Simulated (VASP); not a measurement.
# Sn (Immm) in VASP: further runs

The runs below take Sn through single point, with LDA.

Program: VASP 6.6.1. These are calculated values, not measurements. Logs are shortened: lines on timing, memory, paths and dates and some standing lists are left out, and cuts for length are marked.

### Step 1. The cell of the first run

The structure is orthorhombic, space group Immm (No. 71). The conventional cell has a = 3.367 Å, b = 3.462 Å, c = 4.560 Å, α = 90.00°, β = 90.00°, γ = 90.00°. Sn (site symmetry mmm) has 12 Sn at 3.32 to 3.46 Å within 4.4 Å.

### Step 2. Single point, LDA (strain -0.025 along x and y, -0.025 along z)

INCAR reads:

```
SYSTEM = Sn
ALGO     = Fast           ! electronic algorithm
EDIFF    = 1E-6           ! SCF threshold, eV
ENCUT    = 520            ! plane-wave cutoff, eV
GGA      = CA             ! functional
ISIF     = 2              ! what is computed and relaxed
ISMEAR   = 0              ! smearing method
LASPH    = .True.         ! aspherical terms in the spheres
LCHARG   = .False.        ! write CHGCAR
LREAL    = .False.        ! projectors in reciprocal space
LWAVE    = .False.        ! write WAVECAR
NBANDS   = 13             ! bands
NELM     = 60             ! most SCF steps
PREC     = Accurate       ! precision mode
SIGMA    = 0.15           ! smearing width, eV
```

KPOINTS reads:

```
k-points
0
Gamma
  20 20 20
  0 0 0
```

POSCAR reads:

```
Sn
1.0
   -1.6833755250      1.7311583250      2.2798834500
    1.6833755250     -1.7311583250      2.2798834500
    1.6833755250      1.7311583250     -2.2798834500
Sn
1
Direct
    0.0000000000      0.0000000000      0.0000000000
```

Potentials or basis: VASP PAW LDA potentials, release 64 (Sn_d).

On the command line:

```console
$ cat potpaw_LDA.64/Sn_d/POTCAR > POTCAR
$ mpirun -np 1 vasp_std > vasp.out
```

OUTCAR:

```text
SYSTEM = Sn
   EDIFF = 1E-6
   ENCUT = 520
   GGA = CA
   ISIF = 2
   ISMEAR = 0
   LASPH = .True.
   LREAL = .False.
   NELM = 60
   PREC = Accurate

 ion  position               nearest neighbor table
   1  0.000  0.000  0.000-

  LATTYP: Found a body centered orthorhombic cell.
 ALAT       =     3.3667510500
 B/A-ratio  =     1.0283851103
 C/A-ratio  =     1.3543522620

  Lattice vectors:

 A1 = (  -1.6833755250,   1.7311583250,   2.2798834500)
 A2 = (   1.6833755250,  -1.7311583250,   2.2798834500)
 A3 = (   1.6833755250,   1.7311583250,  -2.2798834500)

Analysis of symmetry for initial positions (statically):
=====================================================================
 Subroutine PRICEL returns:
 Original cell was already a primitive cell.

 Routine SETGRP: Setting up the symmetry group for a
 body centered orthorhombic supercell.

 Subroutine GETGRP returns: Found  8 space group operations
 (whereof  8 operations were pure point group operations)
 out of a pool of  8 trial point group operations.

The static configuration has the point symmetry D_2h.

Analysis of symmetry for dynamics (positions and initial velocities):
=====================================================================
 Subroutine PRICEL returns:
 Original cell was already a primitive cell.

 Routine SETGRP: Setting up the symmetry group for a
 body centered orthorhombic supercell.

 Subroutine GETGRP returns: Found  8 space group operations
 (whereof  8 operations were pure point group operations)
 out of a pool of  8 trial point group operations.

The dynamic configuration has the point symmetry D_2h.

 Subroutine INISYM returns: Found  8 space group operations
 (whereof  8 operations are pure point group operations),
 and found     1 'primitive' translations

----------------------------------------------------------------------------------------

                                     Primitive cell

  volume of cell :      26.5761

  direct lattice vectors                    reciprocal lattice vectors
    -1.683375525  1.731158325  2.279883450     0.000000000  0.288823958  0.219309456
     1.683375525 -1.731158325  2.279883450     0.297022258  0.000000000  0.219309456
     1.683375525  1.731158325 -2.279883450     0.297022258  0.288823958  0.000000000

  length of vectors
     3.320923192  3.320923192  3.320923192     0.362651233  0.369213840  0.414296393

  position of ions in fractional coordinates (direct lattice)
     0.000000000  0.000000000  0.000000000

  ion indices of the primitive-cell ions
   primitive index   ion index
                 1           1

----------------------------------------------------------------------------------------

 KPOINTS: k-points

Automatic generation of k-mesh.
 Grid dimensions read from file:
 generate k-points for:   20   20   20

 Generating k-lattice:

  Cartesian coordinates                     Fractional coordinates (reciprocal lattice)
     0.000000000  0.014441198  0.010965473     0.050000000  0.000000000 -0.000000000
     0.014851113  0.000000000  0.010965473     0.000000000  0.050000000  0.000000000
     0.014851113  0.014441198  0.000000000    -0.000000000  0.000000000  0.050000000

  Length of vectors
     0.018132562  0.018460692  0.020714820

  Shift w.r.t. Gamma in fractional coordinates (k-lattice)
     0.000000000  0.000000000  0.000000000

 Subroutine IBZKPT returns following result:
 ===========================================

 Found   1166 irreducible k-points:

 Following reciprocal coordinates:
            Coordinates               Weight
  0.000000  0.000000  0.000000      1.000000
  0.050000  0.000000  0.000000      4.000000
  0.100000  0.000000 -0.000000      4.000000
  0.150000  0.000000  0.000000      4.000000
  0.200000  0.000000 -0.000000      4.000000
  0.250000  0.000000 -0.000000      4.000000
[... 16 lines left out ...]
 -0.450000  0.050000  0.000000      8.000000
 -0.400000  0.050000  0.000000      8.000000
 [... further k-points ...]
   k-points           NKPTS =   1166   k-points in BZ     NKDIM =   1166   number of bands    NBANDS=     13
   number of dos      NEDOS =    301   number of ions     NIONS =      1
   total plane-waves  NPLWV =  21952
   dimension x,y,z NGX =    28 NGY =   28 NGZ =   28
   dimension x,y,z NGXF=    56 NGYF=   56 NGZF=   56
   ions per type =               1
   NGX,Y,Z   is equivalent  to a cutoff of  14.02, 14.02, 14.02 a.u.
   NGXF,Y,Z  is equivalent  to a cutoff of  28.03, 28.03, 28.03 a.u.
 SYSTEM =  Sn
   PREC   = accura    normal or accurate (medium, high low for compatibility)
   ISTART =      0    job   : 0-new  1-cont  2-samecut
   ICHARG =      2    charge: 1-file 2-atom 10-const
   ISPIN  =      1    spin polarized calculation?
   LNONCOLLINEAR =      F non collinear calculations
   LSORBIT =      F    spin-orbit coupling
   LASPH  =      T    aspherical Exc in radial PAW
   ENCUT  =  520.0 eV  38.22 Ry    6.18 a.u.   6.17  6.17  6.17*2*pi/ulx,y,z
   NELM   =     60;   NELMIN=  2; NELMDL= -5     # of ELM steps
   EDIFF  = 0.1E-05   stopping-criterion for ELM
   LREAL  =      F    real-space projection
   EDIFFG = 0.1E-04   stopping-criterion for IOM
   NSW    =      0    number of steps for IOM
   IBRION =     -1    ionic relax: 0-MD 1-quasi-New 2-CG
   NFREE  =      0    steps in history (QN), initial steepest desc. (CG)
   ISIF   =      2    stress and relaxation
   ISYM   =      2    0-nonsym 1-usesym 2-fastsym
   POTIM  = 0.5000    time-step for ionic-motion
   TEBEG  =    0.0;   TEEND  =   0.0 temperature during run
   PSTRESS=    0.0 pullay stress
   NELECT =      14.0000    total number of electrons
   NUPDOWN=      -1.0000    fix difference up-down
   EMIN   =  10.00;   EMAX   =-10.00  energy-range for DOS
   EFERMI =   0.00;   METHOD = LEGACY
   ISMEAR =     0;   SIGMA  =   0.15  broadening in eV -4-tet -1-fermi 0-gaus
   EFERMI_NEDOS =   21; number of points for ismear=-14 and -15
   IALGO  =     68    algorithm
   IMIX   =      4    mixing-type and parameters
     AMIX     =   0.40;   BMIX     =  1.00
     AMIX_MAG =   1.60;   BMIX_MAG =  1.00
  volume/ion in A,a.u.               =      26.58       179.34
  Fermi-wavevector in a.u.,A,eV,Ry     =   1.322170  2.498539 23.784808  1.748134
  Thomas-Fermi vector in A             =   2.451871
   LORBIT       =      0    0 simple, 1 ext, 2 COOP (PROOUT), +10 PAW based schemes
   GGA     = CA    functional components
   LHFCALC =     F    Hartree Fock is set to
   AEXX    =    0.0000 exact exchange contribution
   IVDW    =     0    specifies the selected vdW correction
   LEPSILON=     F    determine dielectric tensor
   LRPA    =     F    only Hartree local field effects (RPA)
 non-spin polarized calculation
 RMM-DIIS sequential band-by-band and
 Gauss-broadening in eV      SIGMA  =   0.15
  energy-cutoff  :      520.00
  volume of cell :       26.58
 maximum number of plane-waves:       736
 NGX is ok and might be reduce to    28
   NGX = 13   NGY = 13   NGZ = 13

 number of electron      14.0000002 magnetization

 Free energy of the ion-electron system (eV)
  ---------------------------------------------------
  ext. energy  EPLUGINS =         0.00000000
  ---------------------------------------------------
  free energy    TOTEN  =        -4.44056167 eV

  energy without entropy =       -4.43430876  energy(sigma->0) =       -4.43743521

 E-fermi :   8.1681     XC(G=0): -10.7066

 val. band max:        8.1665367748   @ k =  -0.3000   0.4500   0.3000
 cond. band min:       8.1689188465   @ k =   0.3000  -0.2500   0.1500
 fundamental gap:      0.0023820717
 Fermi energy:         8.1680648674

 k-point     1 :       0.0000    0.0000    0.0000
  band No.  band energies     occupation
      1     -13.3453      2.00000
      2     -13.3281      2.00000
      3     -13.3007      2.00000
      4     -13.2608      2.00000
      5     -13.2178      2.00000
      6      -3.1779      2.00000
      7      15.6599      0.00000
      8      15.8086      0.00000
      9      16.2637      0.00000
     10      18.9675      0.00000
     11      19.8008      0.00000
     12      20.3235      0.00000
     13      20.5013      0.00000

 k-point     2 :       0.0500    0.0000    0.0000
  band No.  band energies     occupation
      1     -13.3437      2.00000
      2     -13.3258      2.00000
      3     -13.3003      2.00000
      4     -13.2604      2.00000
      5     -13.2181      2.00000
      6      -3.1265      2.00000
      7      15.0783      0.00000
      8      15.7059      0.00000
      9      16.1524      0.00000
     10      18.6562      0.00000
     11      20.1526      0.00000
     12      20.6555      0.00000
     13      20.9639      0.00000

 k-point     3 :       0.1000    0.0000   -0.0000
  band No.  band energies     occupation
      1     -13.3397      2.00000
      2     -13.3198      2.00000
      3     -13.2990      2.00000
      4     -13.2582      2.00000
      5     -13.2189      2.00000
      6      -2.9722      2.00000
      7      13.7008      0.00000
      8      15.5672      0.00000
      9      15.8646      0.00000
     10      18.4066      0.00000
     11      20.5025      0.00000
     12      21.0180      0.00000
     13      22.1587      0.00000

 k-point     4 :       0.1500    0.0000    0.0000
  band No.  band energies     occupation
      1     -13.3345      2.00000
      2     -13.3137      2.00000
      3     -13.2973      2.00000
      4     -13.2515      2.00000
      5     -13.2189      2.00000
      6      -2.7148      2.00000
      7      12.1159      0.00000
      8      15.3838      0.00000
      9      15.4872      0.00000
     10      18.2465      0.00000
     11      20.8439      0.00000
     12      21.1017      0.00000
     13      21.7233      0.00000

 k-point     5 :       0.2000    0.0000   -0.0000
  band No.  band energies     occupation
      1     -13.3299      2.00000
      2     -13.3110      2.00000
      3     -13.2958      2.00000
      4     -13.2380      2.00000
      5     -13.2164      2.00000
      6      -2.3544      2.00000
      7      10.5158      0.00000
      8      15.0878      0.00000
      9      15.1854      0.00000
     10      18.1366      0.00000
     11      20.6313      0.00000
     12      20.6322      0.00000
     13      21.9005      0.00000
[... 257 lines left out ...]
 k-point    22 :       0.5000    0.0500   -0.0000
  band No.  band energies     occupation
      1     -13.3275      2.00000
      2     -13.3246      2.00000
      3     -13.3022      2.00000
      4     -13.1729      2.00000
      5     -13.1478      2.00000
      6       1.1104      2.00000
      7       3.5090      2.00000
      8      13.3372      0.00000
      9      14.2435      0.00000
     10      17.7495      0.00000
     11      18.8576      0.00000
     12      19.6035      0.00000
     13      20.3259      0.00000

 k-point    23 :      -0.4500    0.0500    0.0000
  band No.  band energies     occupation
      1     -13.3275      2.00000
      2     -13.3227      2.00000
      3     -13.3011      2.00000
      4     -13.1764      2.00000
      5     -13.1545      2.00000
      6       0.5480      2.00000
      7       4.2515      2.00000
      8      13.4845      0.00000
      9      14.1978      0.00000
     10      17.6681      0.00000
     11      18.9547      0.00000
     12      19.5820      0.00000
     13      20.6696      0.00000

 k-point    24 :      -0.4000    0.0500    0.0000
  band No.  band energies     occupation
      1     -13.3271      2.00000
      2     -13.3197      2.00000
      3     -13.2989      2.00000
      4     -13.1848      2.00000
      5     -13.1666      2.00000
      6      -0.1816      2.00000
      7       5.3673      2.00000
      8      13.6854      0.00000
      9      14.2321      0.00000
     10      17.6723      0.00000
     11      19.0323      0.00000
     12      19.7423      0.00000
     13      21.1255      0.00000

 [... further k-points ...]

------------------------ aborting loop because EDIFF is reached ----------------------------------------

  FORCE on cell =-STRESS in cart. coord.  units (eV):
  Direction    XX          YY          ZZ          XY          YZ          ZX
  --------------------------------------------------------------------------------------
  -------------------------------------------------------------------------------------
  Total       -0.1318952     -0.3119966     -0.2741062      0.0000000      0.0000000      0.0000000
  in kB       -7.9515010    -18.8091868    -16.5249053      0.0000000      0.0000000      0.0000000
  external PRESSURE =     -14.4285310 kB  Pullay stress =       0.0000000 kB

 VOLUME and BASIS-vectors are now :
 -----------------------------------------------------------------------------
  energy-cutoff  :      520.00
  volume of cell :       26.58
      direct lattice vectors                 reciprocal lattice vectors
    -1.683375525  1.731158325  2.279883450     0.000000000  0.288823958  0.219309456
     1.683375525 -1.731158325  2.279883450     0.297022258  0.000000000  0.219309456
     1.683375525  1.731158325 -2.279883450     0.297022258  0.288823958  0.000000000

 POSITION                                       TOTAL-FORCE (eV/Angst)
 -----------------------------------------------------------------------------------
      0.00000      0.00000      0.00000        -0.000000     -0.000000     -0.000000
 -----------------------------------------------------------------------------------
    total drift:                               -0.000000      0.000000      0.000000

  FREE ENERGIE OF THE ION-ELECTRON SYSTEM (eV)
  ---------------------------------------------------
  free  energy   TOTEN  =        -4.4405616711 eV

  energy  without entropy=       -4.4343087566  energy(sigma->0) =       -4.43743521
```

It took 11 min on 1 thread of AMD EPYC 7R13, shared host; peak memory 0.42 GiB.

What came out:

```yaml
Free_energy: -4.4406 eV
Pressure: -1.4 GPa
Band_gap_on_the_k_mesh: zero (band 7 reaches 15.66 eV, above the bottom of band 8 at 6.02 eV)
```

Caveat: the cell differs from its parent crystal (strain -0.025 along x and y, -0.025 along z); spin-orbit coupling is left out, which moves the levels of the heavy elements.

### Step 3. Single point, LDA (strain +0.000 along x and y, -0.050 along z)

INCAR reads:

```
  ALGO = Fast
  EDIFF = 1E-7
  ENCUT = 520
  ISIF = 2
  ISMEAR = 0
  LASPH = True
  LCHARG = False
  LREAL = False
  LWAVE = False
  NBANDS = 13
  NELM = 100
  PREC = Accurate
  SIGMA = 0.15
```

KPOINTS reads:

```
k-points
0
Gamma
  20 20 20
```

POSCAR reads:

```
Sn
1.0
   -1.7265390000      1.7755470000      2.2214249000
    1.7265390000     -1.7755470000      2.2214249000
    1.7265390000      1.7755470000     -2.2214249000
Sn
1
Direct
    0.0000000000      0.0000000000      0.0000000000
```

Potentials or basis: VASP PAW LDA potentials, release 64 (Sn_d).

On the command line:

```console
$ cat potpaw_LDA.64/Sn_d/POTCAR > POTCAR
$ mpirun -np 1 vasp_std > vasp.out
```

Run time: 12 min. Hardware: 1 thread of AMD EPYC 7R13, shared host; peak memory 0.43 GiB.

It converged, with:

```yaml
Free_energy: -4.4337 eV
Pressure: -2.8 GPa
Band_gap_on_the_k_mesh: zero (band 7 reaches 15.24 eV, above the bottom of band 8 at 5.71 eV)
```

Stress tensor (GPa, compression positive):
```
-2.54  0.00  0.00
 0.00 -3.02  0.00
 0.00  0.00 -2.90
```

Levels at points of the mesh, in eV from the Fermi level:
```
           k point  band 4  band 5  band 6  band 7  band 8  band 9  band 10  band 11
(0.00, 0.00, 0.00)  -21.43  -21.36  -11.15    7.39    7.41    7.91    10.88    11.52
(0.50, 0.00, 0.00)  -21.34  -21.30   -6.96   -4.63    5.03    6.42     9.72    10.11
(0.00, 0.50, 0.00)  -21.32  -21.30   -6.71   -4.56    4.61    5.99     9.23     9.56
(0.50, 0.50, 0.00)  -21.32  -21.27   -5.49   -3.92    2.21    2.91     6.06     6.37
(0.50, 0.50, 0.50)  -21.29  -21.29   -3.97   -2.89    0.80    1.44     4.40     5.28
```

Caveat: the cell differs from its parent crystal (strain +0.000 along x and y, -0.050 along z); spin-orbit coupling is left out, which moves the levels of the heavy elements.
